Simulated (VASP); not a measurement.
# Hf (Fm-3m) in VASP: relaxation of cell and atoms with PBE

Aim: the relaxation of cell and atoms of Hf with PBE.

All numbers are computed with VASP 6.6.1; they aren't measurements. Logs are shortened: lines on timing, memory, paths and dates and some standing lists are left out, and cuts for length are marked.

**1. The cell of the first run**

It takes space group Fm-3m (No. 225, cubic). The conventional cell has a = 4.513 Å, b = 4.513 Å, c = 4.513 Å, α = 90.00°, β = 90.00°, γ = 90.00°. Within 4.2 Å of Hf (site symmetry m-3m) lie 12 Hf at 3.19 Å.

This isn't the form of Hf at room conditions, which is hcp.

**2. Relaxation of cell and atoms, PBE, target pressure -1.7 GPa, at which the enthalpy is minimised**

Contents of INCAR:

```
PREC = Accurate
ENCUT = 600
EDIFF = 1E-6
ISMEAR = -1
SIGMA = 0.1
LREAL = F
LASPH = T
NELM = 100
ALGO = Normal
ISIF = 3
LWAVE = F
LCHARG = F
GGA = PE
IBRION = 2
NSW = 32
EDIFFG = -0.005
PSTRESS = -17.0
```

Contents of KPOINTS:

```
regular mesh
0
Gamma
  15 15 15
```

Contents of POSCAR:

```
Hf
1.0
    0.0000000000      2.2564524512      2.2564524512
    2.2564524512      0.0000000000      2.2564524512
    2.2564524512      2.2564524512      0.0000000000
Hf
1
Direct
    0.0000000000      0.0000000000      0.0000000000
```

Potentials or basis: VASP PAW PBE potentials, release 64 (Hf_pv).

On the command line:

```bash
> cat potpaw_PBE.64/Hf_pv/POTCAR > POTCAR
> mpirun -np 1 vasp_std > vasp.out
```

OUTCAR:

```text
PREC = Accurate
   ENCUT = 600
   EDIFF = 1E-6
   ISMEAR = -1
   LREAL = F
   LASPH = T
   NELM = 100
   ISIF = 3
   GGA = PE
   IBRION = 2
   NSW = 32
   EDIFFG = -0.005
   PSTRESS = -17.0

 ion  position               nearest neighbor table
   1  0.000  0.000  0.000-

  LATTYP: Found a face centered cubic cell.
 ALAT       =     4.5129049024

  Lattice vectors:

 A1 = (   0.0000000000,   2.2564524512,   2.2564524512)
 A2 = (   2.2564524512,   0.0000000000,   2.2564524512)
 A3 = (   2.2564524512,   2.2564524512,   0.0000000000)

Analysis of symmetry for initial positions (statically):
=====================================================================
 Subroutine PRICEL returns:
 Original cell was already a primitive cell.

 Routine SETGRP: Setting up the symmetry group for a
 face centered cubic supercell.

 Subroutine GETGRP returns: Found 48 space group operations
 (whereof 48 operations were pure point group operations)
 out of a pool of 48 trial point group operations.

The static configuration has the point symmetry O_h .

Analysis of symmetry for dynamics (positions and initial velocities):
=====================================================================
 Subroutine PRICEL returns:
 Original cell was already a primitive cell.

 Routine SETGRP: Setting up the symmetry group for a
 face centered cubic supercell.

 Subroutine GETGRP returns: Found 48 space group operations
 (whereof 48 operations were pure point group operations)
 out of a pool of 48 trial point group operations.

The dynamic configuration has the point symmetry O_h .

 Subroutine INISYM returns: Found 48 space group operations
 (whereof 48 operations are pure point group operations),
 and found     1 'primitive' translations

----------------------------------------------------------------------------------------

                                     Primitive cell

  volume of cell :      22.9778

  direct lattice vectors                    reciprocal lattice vectors
     0.000000000  2.256452451  2.256452451    -0.221586765  0.221586765  0.221586765
     2.256452451  0.000000000  2.256452451     0.221586765 -0.221586765  0.221586765
     2.256452451  2.256452451  0.000000000     0.221586765  0.221586765 -0.221586765

  length of vectors
     3.191105659  3.191105659  3.191105659     0.383799536  0.383799536  0.383799536

  position of ions in fractional coordinates (direct lattice)
     0.000000000  0.000000000  0.000000000

  ion indices of the primitive-cell ions
   primitive index   ion index
                 1           1

----------------------------------------------------------------------------------------

 KPOINTS: regular mesh

Automatic generation of k-mesh.
 Grid dimensions read from file:
 generate k-points for:   15   15   15

 Generating k-lattice:

  Cartesian coordinates                     Fractional coordinates (reciprocal lattice)
    -0.014772451  0.014772451  0.014772451     0.066666667  0.000000000  0.000000000
     0.014772451 -0.014772451  0.014772451     0.000000000  0.066666667  0.000000000
     0.014772451  0.014772451 -0.014772451     0.000000000  0.000000000  0.066666667

  Length of vectors
     0.025586636  0.025586636  0.025586636

  Shift w.r.t. Gamma in fractional coordinates (k-lattice)
     0.000000000  0.000000000  0.000000000

 Subroutine IBZKPT returns following result:
 ===========================================

 Found    120 irreducible k-points:

 Following reciprocal coordinates:
            Coordinates               Weight
  0.000000  0.000000  0.000000      1.000000
  0.066667  0.000000  0.000000      8.000000
  0.133333  0.000000  0.000000      8.000000
  0.200000  0.000000  0.000000      8.000000
  0.266667  0.000000  0.000000      8.000000
  0.333333  0.000000  0.000000      8.000000
[... 16 lines left out ...]
  0.133333  0.133333  0.000000      6.000000
  0.200000  0.133333  0.000000     24.000000
 [... further k-points ...]
   k-points           NKPTS =    120   k-points in BZ     NKDIM =    120   number of bands    NBANDS=      9
   number of dos      NEDOS =    301   number of ions     NIONS =      1
   total plane-waves  NPLWV =  21952
   dimension x,y,z NGX =    28 NGY =   28 NGZ =   28
   dimension x,y,z NGXF=    56 NGYF=   56 NGZF=   56
   ions per type =               1
   NGX,Y,Z   is equivalent  to a cutoff of  14.59, 14.59, 14.59 a.u.
   NGXF,Y,Z  is equivalent  to a cutoff of  29.17, 29.17, 29.17 a.u.
 SYSTEM =  unknown system
   PREC   = accura    normal or accurate (medium, high low for compatibility)
   ISTART =      0    job   : 0-new  1-cont  2-samecut
   ICHARG =      2    charge: 1-file 2-atom 10-const
   ISPIN  =      1    spin polarized calculation?
   LNONCOLLINEAR =      F non collinear calculations
   LSORBIT =      F    spin-orbit coupling
   LASPH  =      T    aspherical Exc in radial PAW
   ENCUT  =  600.0 eV  44.10 Ry    6.64 a.u.   6.37  6.37  6.37*2*pi/ulx,y,z
   NELM   =    100;   NELMIN=  2; NELMDL= -5     # of ELM steps
   EDIFF  = 0.1E-05   stopping-criterion for ELM
   LREAL  =      F    real-space projection
   EDIFFG = -.5E-02   stopping-criterion for IOM
   NSW    =     32    number of steps for IOM
   IBRION =      2    ionic relax: 0-MD 1-quasi-New 2-CG
   NFREE  =      1    steps in history (QN), initial steepest desc. (CG)
   ISIF   =      3    stress and relaxation
   ISYM   =      2    0-nonsym 1-usesym 2-fastsym
   POTIM  = 0.5000    time-step for ionic-motion
   TEBEG  =    0.0;   TEEND  =   0.0 temperature during run
   PSTRESS=  -17.0 pullay stress
   NELECT =      10.0000    total number of electrons
   NUPDOWN=      -1.0000    fix difference up-down
   EMIN   =  10.00;   EMAX   =-10.00  energy-range for DOS
   EFERMI =   0.00;   METHOD = LEGACY
   ISMEAR =    -1;   SIGMA  =   0.10  broadening in eV -4-tet -1-fermi 0-gaus
   EFERMI_NEDOS =   21; number of points for ismear=-14 and -15
   IALGO  =     38    algorithm
   IMIX   =      4    mixing-type and parameters
     AMIX     =   0.40;   BMIX     =  1.00
     AMIX_MAG =   1.60;   BMIX_MAG =  1.00
  volume/ion in A,a.u.               =      22.98       155.06
  Fermi-wavevector in a.u.,A,eV,Ry     =   1.240620  2.344431 20.941231  1.539137
  Thomas-Fermi vector in A             =   2.375053
   LORBIT       =      0    0 simple, 1 ext, 2 COOP (PROOUT), +10 PAW based schemes
   GGA     = PE    functional components
   LHFCALC =     F    Hartree Fock is set to
   AEXX    =    0.0000 exact exchange contribution
   IVDW    =     0    specifies the selected vdW correction
   LEPSILON=     F    determine dielectric tensor
   LRPA    =     F    only Hartree local field effects (RPA)
 conjugate gradient relaxation of ions
 non-spin polarized calculation
  energy-cutoff  :      600.00
  volume of cell :       22.98
 maximum number of plane-waves:       785
 NGX is ok and might be reduce to    28
   NGX = 13   NGY = 13   NGZ = 13

--------------------------------------- Ionic step        1  -------------------------------------------

 number of electron      10.0000001 magnetization

 Free energy of the ion-electron system (eV)
  ---------------------------------------------------
  ext. energy  EPLUGINS =         0.00000000
  ---------------------------------------------------
  free energy    TOTEN  =        -9.87514144 eV

  energy without entropy =       -9.82608268  energy(sigma->0) =       -9.85061206

------------------------ aborting loop because EDIFF is reached ----------------------------------------

  FORCE on cell =-STRESS in cart. coord.  units (eV):
  Direction    XX          YY          ZZ          XY          YZ          ZX
  --------------------------------------------------------------------------------------
  -------------------------------------------------------------------------------------
  Total       -0.3040932     -0.3040932     -0.3040932     -0.0000000     -0.0000000     -0.0000000
  in kB      -21.2035559    -21.2035559    -21.2035559     -0.0000000     -0.0000000     -0.0000000
  external PRESSURE =      -4.2035559 kB  Pullay stress =     -17.0000000 kB
[... 59 lines left out ...]
  enthalpy is  TOTEN    =       -10.1189598019 eV   P V=       -0.2416863581

--------------------------------------- Ionic step        3  -------------------------------------------

 number of electron      10.0000001 magnetization

 Free energy of the ion-electron system (eV)
  ---------------------------------------------------
  ext. energy  EPLUGINS =         0.00000000
  ---------------------------------------------------
  free energy    TOTEN  =        -9.87637406 eV

  energy without entropy =       -9.82755214  energy(sigma->0) =       -9.85196310

 E-fermi :   4.5914     XC(G=0): -11.1851

 val. band max:        4.5911407496   @ k =  -0.3333   0.3333   0.1333
 cond. band min:       4.6084530144   @ k =  -0.4667   0.2667   0.1333
 fundamental gap:      0.0173122648
 Fermi energy:         4.5913763056

 k-point     1 :       0.0000    0.0000    0.0000
  band No.  band energies     occupation
      1     -25.5074      2.00000
      2     -25.5074      2.00000
      3     -25.5074      2.00000
      4      -2.5465      2.00000
      5       5.9810      0.00000
      6       5.9810      0.00000
      7       5.9810      0.00000
      8       8.6921      0.00000
      9       8.6921      0.00000
[... 265 lines left out ...]
 k-point    24 :       0.2000    0.1333    0.0000
  band No.  band energies     occupation
      1     -25.7260      2.00000
      2     -25.5762      2.00000
      3     -25.5700      2.00000
      4      -1.2623      2.00000
      5       4.7812      0.26062
      6       6.5625      0.00000
      7       6.6856      0.00000
      8       7.3586      0.00000
      9       9.1155      0.00000

 [... further k-points ...]
[... 5 lines left out ...]
  --------------------------------------------------------------------------------------
  -------------------------------------------------------------------------------------
  Total       -0.2416314     -0.2416314     -0.2416314     -0.0000000     -0.0000000     -0.0000000
  in kB      -16.9242522    -16.9242522    -16.9242522     -0.0000000     -0.0000000     -0.0000000
  external PRESSURE =       0.0757478 kB  Pullay stress =     -17.0000000 kB
[... 16 lines left out ...]
  FREE ENERGIE OF THE ION-ELECTRON SYSTEM (eV)
  ---------------------------------------------------
  free  energy   TOTEN  =        -9.8763740619 eV

  energy  without entropy=       -9.8275521371  energy(sigma->0) =       -9.85196310

  enthalpy is  TOTEN    =       -10.1190868993 eV   P V=       -0.2427128374

 reached required accuracy - stopping structural energy minimisation
```

Run time: 2.1 min. Hardware: 1 thread of Intel Xeon 8259CL, shared host; peak memory 0.16 GiB.

What came out:

| Quantity | Value |
| --- | --- |
| Free energy | -9.8764 eV |
| Relaxed volume | 22.87 Å³/atom |
| Relaxed cell | a = 3.186 Å, b = 3.186 Å, c = 3.186 Å, α = 60.00°, β = 60.00°, γ = 60.00° |
| Space group after relaxing (to 0.1 Å) | Fm-3m (No. 225) |
| Energy change on relaxing (the run minimises the enthalpy) | -1.2 meV/atom |
| Ionic steps | 3 |
| Pressure after relaxing | -1.7 GPa |
| Band gap on the k mesh | zero (bands 5 and 6 overlap by 1.78 eV) |

Step by step:
```
step  energy change (eV)  largest force (eV/Å)  pressure (GPa)  volume (Å³)
   1              0.0000                0.0000           -2.12        22.98
   2             -0.0021                0.0000           -1.28        22.78
   3             -0.0012                0.0000           -1.69        22.87
```

Final structure:
```cif
data_structure
_symmetry_space_group_name_H-M 'P 1'
_symmetry_Int_Tables_number 1
_cell_length_a 3.1863
_cell_length_b 3.1863
_cell_length_c 3.1863
_cell_angle_alpha 60.000
_cell_angle_beta 60.000
_cell_angle_gamma 60.000
_cell_volume 22.87
loop_
_atom_site_label
_atom_site_type_symbol
_atom_site_fract_x
_atom_site_fract_y
_atom_site_fract_z
_atom_site_occupancy
Hf1 Hf 0.00000 0.00000 0.00000 1
```

Caveat: the cell is relaxed towards a set pressure, so the run minimises the enthalpy, not the energy; spin-orbit coupling is left out, which moves the levels of the heavy elements.
